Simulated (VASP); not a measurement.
# Al2Cu in VASP: further runs, part 2 of 3

VASP 6.6.1.

## (3) Single point, LDA

This run uses another cell than the first one, of the same volume but with other edges.

File INCAR:

```
  PREC = Accurate
  ENCUT = 520
  EDIFF = 1E-7
  ISMEAR = 0
  SIGMA = 0.15
  LREAL = F
  LASPH = T
  NELM = 60
  ALGO = Fast
  ISIF = 2
  LWAVE = F
  LCHARG = T
  GGA = CA
  LELF = T
  LVHAR = T
  NBANDS = 16
```

File KPOINTS:

```
Automatic mesh
0
Gamma
  14 14 14
```

File POSCAR:

```
Al2Cu
1.0
   -1.9345059054      1.9345059054      3.0335643484
    1.9345059054     -1.9345059054      3.0335643484
    1.9345059054      1.9345059054     -3.0335643484
Al Cu
2 1
Direct
    0.7500000000      0.2500000000      0.5000000000
    0.2500000000      0.7500000000      0.5000000000
    0.5000000000      0.5000000000      0.0000000000
```

Potentials or basis: VASP PAW LDA potentials, release 64 (Al, Cu).

Started as:

```console
$ cat potpaw_LDA.64/Al/POTCAR potpaw_LDA.64/Cu/POTCAR > POTCAR
$ mpirun -np 1 vasp_std > vasp.out
```

OUTCAR:

```text
PREC = Accurate
   ENCUT = 520
   EDIFF = 1E-7
   ISMEAR = 0
   LREAL = F
   LASPH = T
   NELM = 60
   ISIF = 2
   GGA = CA

 ion  position               nearest neighbor table
   1  0.750  0.250  0.500-   3 2.46   3 2.46   3 2.46   3 2.46   2 2.74   2 2.74   2 2.74   2 2.74
                             2 3.03   2 3.03
   2  0.250  0.750  0.500-   3 2.46   3 2.46   3 2.46   3 2.46   1 2.74   1 2.74   1 2.74   1 2.74
                             1 3.03   1 3.03
   3  0.500  0.500  0.000-   2 2.46   1 2.46   1 2.46   2 2.46   1 2.46   2 2.46   2 2.46   1 2.46

  LATTYP: Found a body centered tetragonal cell.
 ALAT       =     3.8690118108
 C/A-ratio  =     1.5681339302

  Lattice vectors:

 A1 = (  -1.9345059054,   1.9345059054,   3.0335643484)
 A2 = (   1.9345059054,  -1.9345059054,   3.0335643484)
 A3 = (   1.9345059054,   1.9345059054,  -3.0335643484)

Analysis of symmetry for initial positions (statically):
=====================================================================
 Subroutine PRICEL returns:
 Original cell was already a primitive cell.

 Routine SETGRP: Setting up the symmetry group for a
 body centered tetragonal supercell.

 Subroutine GETGRP returns: Found 16 space group operations
 (whereof 16 operations were pure point group operations)
 out of a pool of 16 trial point group operations.

The static configuration has the point symmetry D_4h.

Analysis of symmetry for dynamics (positions and initial velocities):
=====================================================================
 Subroutine PRICEL returns:
 Original cell was already a primitive cell.

 Routine SETGRP: Setting up the symmetry group for a
 body centered tetragonal supercell.

 Subroutine GETGRP returns: Found 16 space group operations
 (whereof 16 operations were pure point group operations)
 out of a pool of 16 trial point group operations.

The dynamic configuration has the point symmetry D_4h.

 Subroutine INISYM returns: Found 16 space group operations
 (whereof 16 operations are pure point group operations),
 and found     1 'primitive' translations

----------------------------------------------------------------------------------------

                                     Primitive cell

  volume of cell :      45.4102

  direct lattice vectors                    reciprocal lattice vectors
    -1.934505905  1.934505905  3.033564348     0.000000000  0.258463931  0.164822612
     1.934505905 -1.934505905  3.033564348     0.258463931  0.000000000  0.164822612
     1.934505905  1.934505905 -3.033564348     0.258463931  0.258463931  0.000000000

  length of vectors
     4.084989456  4.084989456  4.084989456     0.306545424  0.306545424  0.365523196

  position of ions in fractional coordinates (direct lattice)
     0.750000000  0.250000000  0.500000000
     0.250000000  0.750000000  0.500000000
     0.500000000  0.500000000  0.000000000

  ion indices of the primitive-cell ions
   primitive index   ion index
                 1           1
                 2           2
                 3           3
[... 20 lines left out ...]
     0.000000000  0.000000000  0.000000000

 Subroutine IBZKPT returns following result:
 ===========================================

 Found    244 irreducible k-points:

 Following reciprocal coordinates:
            Coordinates               Weight
  0.000000  0.000000  0.000000      1.000000
  0.071429  0.000000  0.000000      8.000000
  0.142857 -0.000000  0.000000      8.000000
  0.214286 -0.000000  0.000000      8.000000
  0.285714  0.000000  0.000000      8.000000
  0.357143 -0.000000  0.000000      8.000000
[... 16 lines left out ...]
  0.214286  0.142857  0.000000     16.000000
  0.285714  0.142857  0.000000     16.000000
 [... further k-points ...]
   k-points           NKPTS =    244   k-points in BZ     NKDIM =    244   number of bands    NBANDS=     16
   number of dos      NEDOS =    301   number of ions     NIONS =      3
   total plane-waves  NPLWV =  27000
   dimension x,y,z NGX =    30 NGY =   30 NGZ =   30
   dimension x,y,z NGXF=    60 NGYF=   60 NGZF=   60
   ions per type =               2   1
   NGX,Y,Z   is equivalent  to a cutoff of  12.21, 12.21, 12.21 a.u.
   NGXF,Y,Z  is equivalent  to a cutoff of  24.42, 24.42, 24.42 a.u.
 SYSTEM =  unknown system
   PREC   = accura    normal or accurate (medium, high low for compatibility)
   ISTART =      0    job   : 0-new  1-cont  2-samecut
   ICHARG =      2    charge: 1-file 2-atom 10-const
   ISPIN  =      1    spin polarized calculation?
   LNONCOLLINEAR =      F non collinear calculations
   LSORBIT =      F    spin-orbit coupling
   LASPH  =      T    aspherical Exc in radial PAW
   ENCUT  =  520.0 eV  38.22 Ry    6.18 a.u.   7.60  7.60  7.60*2*pi/ulx,y,z
   NELM   =     60;   NELMIN=  2; NELMDL= -5     # of ELM steps
   EDIFF  = 0.1E-06   stopping-criterion for ELM
   LREAL  =      F    real-space projection
   EDIFFG = 0.1E-05   stopping-criterion for IOM
   NSW    =      0    number of steps for IOM
   IBRION =     -1    ionic relax: 0-MD 1-quasi-New 2-CG
   NFREE  =      0    steps in history (QN), initial steepest desc. (CG)
   ISIF   =      2    stress and relaxation
   ISYM   =      2    0-nonsym 1-usesym 2-fastsym
   POTIM  = 0.5000    time-step for ionic-motion
   TEBEG  =    0.0;   TEEND  =   0.0 temperature during run
   PSTRESS=    0.0 pullay stress
   NELECT =      17.0000    total number of electrons
   NUPDOWN=      -1.0000    fix difference up-down
   EMIN   =  10.00;   EMAX   =-10.00  energy-range for DOS
   EFERMI =   0.00;   METHOD = LEGACY
   ISMEAR =     0;   SIGMA  =   0.15  broadening in eV -4-tet -1-fermi 0-gaus
   EFERMI_NEDOS =   21; number of points for ismear=-14 and -15
   IALGO  =     68    algorithm
   IMIX   =      4    mixing-type and parameters
     AMIX     =   0.40;   BMIX     =  1.00
     AMIX_MAG =   1.60;   BMIX_MAG =  1.00
  volume/ion in A,a.u.               =      15.14       102.15
  Fermi-wavevector in a.u.,A,eV,Ry     =   1.179886  2.229661 18.941090  1.392131
  Thomas-Fermi vector in A             =   2.316189
   LORBIT       =      0    0 simple, 1 ext, 2 COOP (PROOUT), +10 PAW based schemes
   GGA     = CA    functional components
   LHFCALC =     F    Hartree Fock is set to
   AEXX    =    0.0000 exact exchange contribution
   IVDW    =     0    specifies the selected vdW correction
   LEPSILON=     F    determine dielectric tensor
   LRPA    =     F    only Hartree local field effects (RPA)
 non-spin polarized calculation
 RMM-DIIS sequential band-by-band and
 Gauss-broadening in eV      SIGMA  =   0.15
  energy-cutoff  :      520.00
  volume of cell :       45.41
 maximum number of plane-waves:      1245
   NGX = 15   NGY = 15   NGZ = 15

 number of electron      17.0000006 magnetization

 Free energy of the ion-electron system (eV)
  ---------------------------------------------------
  ext. energy  EPLUGINS =         0.00000000
  ---------------------------------------------------
  free energy    TOTEN  =       -13.60923603 eV

  energy without entropy =      -13.59999987  energy(sigma->0) =      -13.60461795

 E-fermi :   7.3229     XC(G=0): -10.8747

 val. band max:        7.2951099420   @ k =   0.1429  -0.0000   0.0000
 cond. band min:       7.3268187339   @ k =   0.2143   0.2143   0.0714
 fundamental gap:      0.0317087918
 Fermi energy:         7.3228718727

 k-point     1 :       0.0000    0.0000    0.0000
  band No.  band energies     occupation
      1      -3.1836      2.00000
      2       2.5042      2.00000
      3       2.5042      2.00000
      4       2.6005      2.00000
      5       3.0210      2.00000
      6       3.2014      2.00000
[... 433 lines left out ...]
      3       2.5968      2.00000
      4       2.7431      2.00000
      5       3.0258      2.00000
      6       3.1715      2.00000
[... 8 lines left out ...]
     15      15.4615      0.00000
     16      18.1148      0.00000

 [... further k-points ...]

------------------------ aborting loop because EDIFF is reached ----------------------------------------

  FORCE on cell =-STRESS in cart. coord.  units (eV):
  Direction    XX          YY          ZZ          XY          YZ          ZX
  --------------------------------------------------------------------------------------
  -------------------------------------------------------------------------------------
  Total        1.3029339      1.3029339     -1.3553728      0.0000000     -0.0000000     -0.0000000
  in kB       45.9705434     45.9705434    -47.8207099      0.0000000     -0.0000000     -0.0000000
  external PRESSURE =      14.7067923 kB  Pullay stress =       0.0000000 kB

 VOLUME and BASIS-vectors are now :
 -----------------------------------------------------------------------------
  energy-cutoff  :      520.00
  volume of cell :       45.41
      direct lattice vectors                 reciprocal lattice vectors
    -1.934505905  1.934505905  3.033564348     0.000000000  0.258463931  0.164822612
     1.934505905 -1.934505905  3.033564348     0.258463931  0.000000000  0.164822612
     1.934505905  1.934505905 -3.033564348     0.258463931  0.258463931  0.000000000

 POSITION                                       TOTAL-FORCE (eV/Angst)
 -----------------------------------------------------------------------------------
      0.00000      1.93451      1.51678         0.000000     -0.000000      0.000000
      1.93451      0.00000      1.51678        -0.000000      0.000000     -0.000000
      0.00000      0.00000      3.03356        -0.000000      0.000000      0.000000
 -----------------------------------------------------------------------------------
    total drift:                                0.000000     -0.000000      0.000000

  FREE ENERGIE OF THE ION-ELECTRON SYSTEM (eV)
  ---------------------------------------------------
  free  energy   TOTEN  =       -13.6092360284 eV

  energy  without entropy=      -13.5999998663  energy(sigma->0) =      -13.60461795
```

stdout:

```text
POSCAR found type information on POSCAR AlCu
 POSCAR found :  2 types and       3 ions
 scaLAPACK will be used
 LDA part: xc-table for (Slater(with rela. corr.)+CA(PZ))
 , standard interpolation
 POSCAR, INCAR and KPOINTS ok, starting setup
 FFT: planning ... GRIDC
 FFT: planning ... GRID_SOFT
 FFT: planning ... GRID
 WAVECAR not read
 entering main loop
```

Wall time 2.1 min (1 thread of Intel Xeon 6975P-C (Granite Rapids), shared host); peak memory 0.28 GiB.

What came out:

```yaml
Free_energy: -13.6092 eV
Pressure: 1.5 GPa
Band_gap_on_the_k_mesh: zero (an odd number of electrons rules out a gap without spin polarisation)
```

Caveat: the cell differs from its parent crystal (strain +e along x and -e along y +0.0000, strain +e along z and -e/2 along x and y +0.0700); the stress differs along the axes, from -5 to 5 GPa.

## (4) Single point, LDA

File INCAR:

```
PREC = Accurate
ENCUT = 520
EDIFF = 1E-6
ISMEAR = 0
SIGMA = 0.15
LREAL = F
LASPH = T
NELM = 80
ALGO = Fast
ISIF = 2
LWAVE = F
LCHARG = T
GGA = CA
LELF = T
LVHAR = T
NBANDS = 16
```

File KPOINTS:

```
regular mesh
0
Gamma
  14 14 14
```

File POSCAR:

```
Al2Cu
1.0
   -2.0280237297      2.0280237297      2.7690488777
    2.0280237297     -2.0280237297      2.7690488777
    2.0280237297      2.0280237297     -2.7690488777
Al Cu
2 1
Direct
    0.7500000000      0.2500000000      0.5000000000
    0.2500000000      0.7500000000      0.5000000000
    0.5000000000      0.5000000000      0.0000000000
```

Potentials or basis: VASP PAW LDA potentials, release 64 (Al, Cu).

Started as:

```console
$ cat potpaw_LDA.64/Al/POTCAR potpaw_LDA.64/Cu/POTCAR > POTCAR
$ mpirun -np 1 vasp_std > vasp.out
```

OUTCAR:

```text
PREC = Accurate
   ENCUT = 520
   EDIFF = 1E-6
   ISMEAR = 0
   LREAL = F
   LASPH = T
   NELM = 80
   ISIF = 2
   GGA = CA

 ion  position               nearest neighbor table
   1  0.750  0.250  0.500-   3 2.46   3 2.46   3 2.46   3 2.46   2 2.77   2 2.77   2 2.87   2 2.87
                             2 2.87   2 2.87
   2  0.250  0.750  0.500-   3 2.46   3 2.46   3 2.46   3 2.46   1 2.77   1 2.77   1 2.87   1 2.87
                             1 2.87   1 2.87
   3  0.500  0.500  0.000-   2 2.46   1 2.46   1 2.46   2 2.46   1 2.46   2 2.46   2 2.46   1 2.46

[... 655 lines left out ...]
  FORCE on cell =-STRESS in cart. coord.  units (eV):
  Direction    XX          YY          ZZ          XY          YZ          ZX
  --------------------------------------------------------------------------------------
  -------------------------------------------------------------------------------------
  Total       -0.2491378     -0.2491378      0.9180582      0.0000000      0.0000000      0.0000000
  in kB       -8.7622063     -8.7622063     32.2882209      0.0000000      0.0000000      0.0000000
  external PRESSURE =       4.9212694 kB  Pullay stress =       0.0000000 kB

 VOLUME and BASIS-vectors are now :
 -----------------------------------------------------------------------------
  energy-cutoff  :      520.00
  volume of cell :       45.56
      direct lattice vectors                 reciprocal lattice vectors
    -2.028023730  2.028023730  2.769048878     0.000000000  0.246545439  0.180567416
     2.028023730 -2.028023730  2.769048878     0.246545439  0.000000000  0.180567416
     2.028023730  2.028023730 -2.769048878     0.246545439  0.246545439  0.000000000

 POSITION                                       TOTAL-FORCE (eV/Angst)
 -----------------------------------------------------------------------------------
      0.00000      2.02802      1.38452         0.000000     -0.000000     -0.000000
      2.02802      0.00000      1.38452        -0.000000      0.000000      0.000000
      0.00000      0.00000      2.76905        -0.000000     -0.000000     -0.000000
 -----------------------------------------------------------------------------------
    total drift:                                0.000000     -0.000000      0.000000

  FREE ENERGIE OF THE ION-ELECTRON SYSTEM (eV)
  ---------------------------------------------------
  free  energy   TOTEN  =       -13.6942745654 eV

  energy  without entropy=      -13.6842622282  energy(sigma->0) =      -13.68926840
```

Wall time 1.8 min (1 thread of Intel Xeon 6975P-C (Granite Rapids), shared host); peak memory 0.28 GiB.

Results:

| Item | Value |
| --- | --- |
| Free energy | -13.6943 eV |
| Pressure | 0.5 GPa |
| Band gap on the k mesh | zero (an odd number of electrons rules out a gap without spin polarisation) |

Caveat: the cell differs from its parent crystal (strain +e along x and -e along y +0.0000, strain +e along z and -e/2 along x and y -0.0233).

(Continued in part 3 of 3.)

The gap in the log of VASP goes by the Fermi energy; the results here count the filled bands.